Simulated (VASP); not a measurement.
# ZrSnSe3 (P4mm) in VASP: single point with PBE

Aim: the single point of ZrSnSe3 with PBE.

Everything below comes from runs of VASP 6.6.1. Logs are shortened: lines on timing, memory, paths and dates and some standing lists are left out, and cuts for length are marked.

## (1) The cell of the first run

It takes space group P4mm (No. 99, tetragonal). The conventional cell has a = 4.923 Å, b = 4.923 Å, c = 4.916 Å, α = 90.00°, β = 90.00°, γ = 90.00°. Zr (site symmetry 4mm) has 6 Se at 2.46 Å within 3.2 Å. Within 4.5 Å of Sn (site symmetry 4mm) lie 12 Se at 3.44 to 3.52 Å and 8 Zr at 4.23 to 4.30 Å. Within 3.3 Å of Se (site symmetry 2mm) lie 2 Zr at 2.46 Å. Within 3.2 Å of Se (site symmetry 4mm) lie 2 Zr at 2.46 Å.

## (2) Single point, PBE

Input file INCAR:

```
SYSTEM = ZrSnSe3
ALGO = Normal
EDIFF = 1E-7
ENCUT = 520
GGA = PE
ISIF = 2
ISMEAR = 0
LASPH = .TRUE.
LCHARG = .FALSE.
LREAL = .FALSE.
LWAVE = .FALSE.
NBANDS = 30
NELM = 80
PREC = Accurate
SIGMA = 0.1
```

Input file KPOINTS:

```
k-points
0
G
  4 4 4
  0 0 0
```

Input file POSCAR:

```
ZrSnSe3
1.0
    4.9234700900      0.0000000000      0.0000000000
    0.0000000000      4.9234700900      0.0000000000
    0.0000000000      0.0000000000      4.9162457900
Zr Sn Se
1 1 3
Direct
    0.5000000000      0.5000000000      0.4850699900
    0.0000000000      0.0000000000      0.9967579800
    0.5000000000      0.0000000000      0.4853650000
    0.5000000000      0.5000000000      0.9850419800
    0.0000000000      0.5000000000      0.4853650000
```

Potentials or basis: VASP PAW PBE potentials, release 64 (Zr_sv, Sn_d, Se).

Started as:

```
cat potpaw_PBE.64/Zr_sv/POTCAR potpaw_PBE.64/Sn_d/POTCAR potpaw_PBE.64/Se/POTCAR > POTCAR
mpirun -np 1 vasp_std > vasp.out
```

OUTCAR:

```text
SYSTEM = ZrSnSe3
   EDIFF = 1E-7
   ENCUT = 520
   GGA = PE
   ISIF = 2
   ISMEAR = 0
   LASPH = .TRUE.
   LREAL = .FALSE.
   NELM = 80
   PREC = Accurate

 ion  position               nearest neighbor table
   1  0.500  0.500  0.485-   4 2.46   4 2.46   5 2.46   3 2.46   3 2.46   5 2.46
   2  0.000  0.000  0.997-
   3  0.500  0.000  0.485-   1 2.46   1 2.46
   4  0.500  0.500  0.985-   1 2.46   1 2.46
   5  0.000  0.500  0.485-   1 2.46   1 2.46

  LATTYP: Found a simple tetragonal cell.
 ALAT       =     4.9234700900
 C/A-ratio  =     0.9985326812

  Lattice vectors:

 A1 = (   4.9234700900,   0.0000000000,   0.0000000000)
 A2 = (   0.0000000000,   4.9234700900,   0.0000000000)
 A3 = (   0.0000000000,   0.0000000000,   4.9162457900)

Analysis of symmetry for initial positions (statically):
=====================================================================
 Subroutine PRICEL returns:
 Original cell was already a primitive cell.

 Routine SETGRP: Setting up the symmetry group for a
 simple tetragonal supercell.

 Subroutine GETGRP returns: Found  8 space group operations
 (whereof  8 operations were pure point group operations)
 out of a pool of 16 trial point group operations.

The static configuration has the point symmetry C_4v.

Analysis of symmetry for dynamics (positions and initial velocities):
=====================================================================
 Subroutine PRICEL returns:
 Original cell was already a primitive cell.

 Routine SETGRP: Setting up the symmetry group for a
 simple tetragonal supercell.

 Subroutine GETGRP returns: Found  8 space group operations
 (whereof  8 operations were pure point group operations)
 out of a pool of 16 trial point group operations.

The dynamic configuration has the point symmetry C_4v.

 Subroutine INISYM returns: Found  8 space group operations
 (whereof  8 operations are pure point group operations),
 and found     1 'primitive' translations

----------------------------------------------------------------------------------------

                                     Primitive cell

  volume of cell :     119.1725

  direct lattice vectors                    reciprocal lattice vectors
     4.923470090  0.000000000  0.000000000     0.203108779  0.000000000  0.000000000
     0.000000000  4.923470090  0.000000000     0.000000000  0.203108779  0.000000000
     0.000000000  0.000000000  4.916245790     0.000000000  0.000000000  0.203407243

  length of vectors
     4.923470090  4.923470090  4.916245790     0.203108779  0.203108779  0.203407243

  position of ions in fractional coordinates (direct lattice)
     0.500000000  0.500000000  0.485069990
     0.000000000  0.000000000  0.996757980
     0.500000000  0.000000000  0.485365000
     0.500000000  0.500000000  0.985041980
     0.000000000  0.500000000  0.485365000

  ion indices of the primitive-cell ions
   primitive index   ion index
                 1           1
                 2           2
                 3           3
                 4           4
                 5           5

----------------------------------------------------------------------------------------

 KPOINTS: k-points

Automatic generation of k-mesh.
 Grid dimensions read from file:
 generate k-points for:    4    4    4

 Generating k-lattice:

  Cartesian coordinates                     Fractional coordinates (reciprocal lattice)
     0.050777195  0.000000000  0.000000000     0.250000000  0.000000000  0.000000000
     0.000000000  0.050777195  0.000000000     0.000000000  0.250000000  0.000000000
     0.000000000  0.000000000  0.050851811     0.000000000  0.000000000  0.250000000

  Length of vectors
     0.050777195  0.050777195  0.050851811

  Shift w.r.t. Gamma in fractional coordinates (k-lattice)
     0.000000000  0.000000000  0.000000000

 Subroutine IBZKPT returns following result:
 ===========================================

 Found     18 irreducible k-points:

 Following reciprocal coordinates:
            Coordinates               Weight
  0.000000  0.000000  0.000000      1.000000
  0.250000  0.000000  0.000000      4.000000
  0.500000  0.000000  0.000000      2.000000
  0.250000  0.250000  0.000000      4.000000
  0.500000  0.250000  0.000000      4.000000
  0.500000  0.500000  0.000000      1.000000
[... 10 lines left out ...]
  0.500000  0.250000  0.500000      4.000000
  0.500000  0.500000  0.500000      1.000000
   k-points           NKPTS =     18   k-points in BZ     NKDIM =     18   number of bands    NBANDS=     30
   number of dos      NEDOS =    301   number of ions     NIONS =      5
   total plane-waves  NPLWV =  64000
   dimension x,y,z NGX =    40 NGY =   40 NGZ =   40
   dimension x,y,z NGXF=    80 NGYF=   80 NGZF=   80
   ions per type =               1   1   3
   NGX,Y,Z   is equivalent  to a cutoff of  13.51, 13.51, 13.53 a.u.
   NGXF,Y,Z  is equivalent  to a cutoff of  27.01, 27.01, 27.05 a.u.
 SYSTEM =  ZrSnSe3
   PREC   = accura    normal or accurate (medium, high low for compatibility)
   ISTART =      0    job   : 0-new  1-cont  2-samecut
   ICHARG =      2    charge: 1-file 2-atom 10-const
   ISPIN  =      1    spin polarized calculation?
   LNONCOLLINEAR =      F non collinear calculations
   LSORBIT =      F    spin-orbit coupling
   LASPH  =      T    aspherical Exc in radial PAW
   ENCUT  =  520.0 eV  38.22 Ry    6.18 a.u.   9.15  9.15  9.14*2*pi/ulx,y,z
   NELM   =     80;   NELMIN=  2; NELMDL= -5     # of ELM steps
   EDIFF  = 0.1E-06   stopping-criterion for ELM
   LREAL  =      F    real-space projection
   EDIFFG = 0.1E-05   stopping-criterion for IOM
   NSW    =      0    number of steps for IOM
   IBRION =     -1    ionic relax: 0-MD 1-quasi-New 2-CG
   NFREE  =      0    steps in history (QN), initial steepest desc. (CG)
   ISIF   =      2    stress and relaxation
   ISYM   =      2    0-nonsym 1-usesym 2-fastsym
   POTIM  = 0.5000    time-step for ionic-motion
   TEBEG  =    0.0;   TEEND  =   0.0 temperature during run
   PSTRESS=    0.0 pullay stress
   NELECT =      44.0000    total number of electrons
   NUPDOWN=      -1.0000    fix difference up-down
   EMIN   =  10.00;   EMAX   =-10.00  energy-range for DOS
   EFERMI =   0.00;   METHOD = LEGACY
   ISMEAR =     0;   SIGMA  =   0.10  broadening in eV -4-tet -1-fermi 0-gaus
   EFERMI_NEDOS =   21; number of points for ismear=-14 and -15
   IALGO  =     38    algorithm
   IMIX   =      4    mixing-type and parameters
     AMIX     =   0.40;   BMIX     =  1.00
     AMIX_MAG =   1.60;   BMIX_MAG =  1.00
  volume/ion in A,a.u.               =      23.83       160.84
  Fermi-wavevector in a.u.,A,eV,Ry     =   1.174448  2.219384 18.766887  1.379327
  Thomas-Fermi vector in A             =   2.310845
   LORBIT       =      0    0 simple, 1 ext, 2 COOP (PROOUT), +10 PAW based schemes
   GGA     = PE    functional components
   LHFCALC =     F    Hartree Fock is set to
   AEXX    =    0.0000 exact exchange contribution
   IVDW    =     0    specifies the selected vdW correction
   LEPSILON=     F    determine dielectric tensor
   LRPA    =     F    only Hartree local field effects (RPA)
 non-spin polarized calculation
 Gauss-broadening in eV      SIGMA  =   0.10
  energy-cutoff  :      520.00
  volume of cell :      119.17
 maximum number of plane-waves:      3220
 NGX is ok and might be reduce to    40
   NGX = 19   NGY = 19   NGZ = 19

 number of electron      43.9999997 magnetization

 Free energy of the ion-electron system (eV)
  ---------------------------------------------------
  ext. energy  EPLUGINS =         0.00000000
  ---------------------------------------------------
  free energy    TOTEN  =       -24.78292438 eV

  energy without entropy =      -24.75775203  energy(sigma->0) =      -24.77033821

 E-fermi :   6.1085     XC(G=0): -10.0354

 val. band max:        6.1056569499   @ k =   0.2500   0.2500   0.2500
 cond. band min:       6.1189166749   @ k =   0.2500   0.0000   0.0000
 fundamental gap:      0.0132597250
 Fermi energy:         6.1085163487

 k-point     1 :       0.0000    0.0000    0.0000
  band No.  band energies     occupation
      1     -42.8241      2.00000
      2     -21.0837      2.00000
      3     -21.0816      2.00000
      4     -21.0816      2.00000
      5     -16.4401      2.00000
      6     -16.4392      2.00000
[... 22 lines left out ...]
     29       9.0907      0.00000
     30       9.1071      0.00000

 k-point     2 :       0.2500    0.0000    0.0000
  band No.  band energies     occupation
      1     -42.8242      2.00000
      2     -21.0974      2.00000
      3     -21.0829      2.00000
      4     -21.0808      2.00000
      5     -16.4395      2.00000
      6     -16.4386      2.00000
[... 22 lines left out ...]
     29       8.9892      0.00000
     30      10.3878      0.00000

 k-point     3 :       0.5000    0.0000    0.0000
  band No.  band energies     occupation
      1     -42.8243      2.00000
      2     -21.1132      2.00000
      3     -21.0821      2.00000
      4     -21.0799      2.00000
      5     -16.4392      2.00000
      6     -16.4376      2.00000
[... 22 lines left out ...]
     29       9.1844      0.00000
     30      10.9585      0.00000

 k-point     4 :       0.2500    0.2500    0.0000
  band No.  band energies     occupation
      1     -42.8243      2.00000
      2     -21.0967      2.00000
      3     -21.0965      2.00000
      4     -21.0821      2.00000
      5     -16.4385      2.00000
      6     -16.4384      2.00000
[... 418 lines left out ...]
     29      11.6455      0.00000
     30      12.5574      0.00000

 k-point    17 :       0.5000    0.2500    0.5000
  band No.  band energies     occupation
      1     -42.8247      2.00000
      2     -21.1133      2.00000
      3     -21.1105      2.00000
      4     -21.0940      2.00000
      5     -16.4375      2.00000
      6     -16.4369      2.00000
[... 22 lines left out ...]
     29      11.6899      0.00000
     30      12.9338      0.00000

 k-point    18 :       0.5000    0.5000    0.5000
  band No.  band energies     occupation
      1     -42.8248      2.00000
      2     -21.1124      2.00000
      3     -21.1096      2.00000
      4     -21.1096      2.00000
      5     -16.4374      2.00000
      6     -16.4367      2.00000
[... 22 lines left out ...]
     29      11.7392      0.00000
     30      11.7535      0.00000

------------------------ aborting loop because EDIFF is reached ----------------------------------------

  FORCE on cell =-STRESS in cart. coord.  units (eV):
  Direction    XX          YY          ZZ          XY          YZ          ZX
  --------------------------------------------------------------------------------------
  -------------------------------------------------------------------------------------
  Total       11.5060997     11.5060997     11.6969946      0.0000000      0.0000000      0.0000000
  in kB      154.6901002    154.6901002    157.2565252      0.0000000      0.0000000      0.0000000
  external PRESSURE =     155.5455752 kB  Pullay stress =       0.0000000 kB

 VOLUME and BASIS-vectors are now :
 -----------------------------------------------------------------------------
  energy-cutoff  :      520.00
  volume of cell :      119.17
      direct lattice vectors                 reciprocal lattice vectors
     4.923470090  0.000000000  0.000000000     0.203108779  0.000000000  0.000000000
     0.000000000  4.923470090  0.000000000     0.000000000  0.203108779  0.000000000
     0.000000000  0.000000000  4.916245790     0.000000000  0.000000000  0.203407243

 POSITION                                       TOTAL-FORCE (eV/Angst)
 -----------------------------------------------------------------------------------
      2.46174      2.46174      2.38472        -0.000000     -0.000000     -0.025894
      0.00000      0.00000      4.90031        -0.000000      0.000000      0.131293
      2.46174      0.00000      2.38617        -0.000000     -0.000000     -0.050131
      2.46174      2.46174      4.84271        -0.000000      0.000000     -0.005137
      0.00000      2.46174      2.38617         0.000000     -0.000000     -0.050131
 -----------------------------------------------------------------------------------
    total drift:                                0.000000     -0.000000     -0.000158

  FREE ENERGIE OF THE ION-ELECTRON SYSTEM (eV)
  ---------------------------------------------------
  free  energy   TOTEN  =       -24.7829243838 eV

  energy  without entropy=      -24.7577520314  energy(sigma->0) =      -24.77033821
```

Run time: 73 s. Hardware: 1 thread of Intel Xeon Platinum 8488C (Sapphire Rapids), shared host; peak memory 0.27 GiB.

Results:

| Item | Value |
| --- | --- |
| Free energy | -24.7829 eV |
| Pressure | 15.6 GPa |
| Largest force | 0.131 eV/Å |
| Band gap on the k mesh | zero (band 22 reaches 6.21 eV, above the bottom of band 23 at 6.07 eV) |

Forces in eV/Å, atoms in the order of the input:
```
Zr   0.000  0.000 -0.026
Sn   0.000  0.000  0.131
Se   0.000  0.000 -0.050
Se   0.000  0.000 -0.005
Se   0.000  0.000 -0.050
```

Caveat: spin-orbit coupling is left out, which moves the levels of the heavy elements.
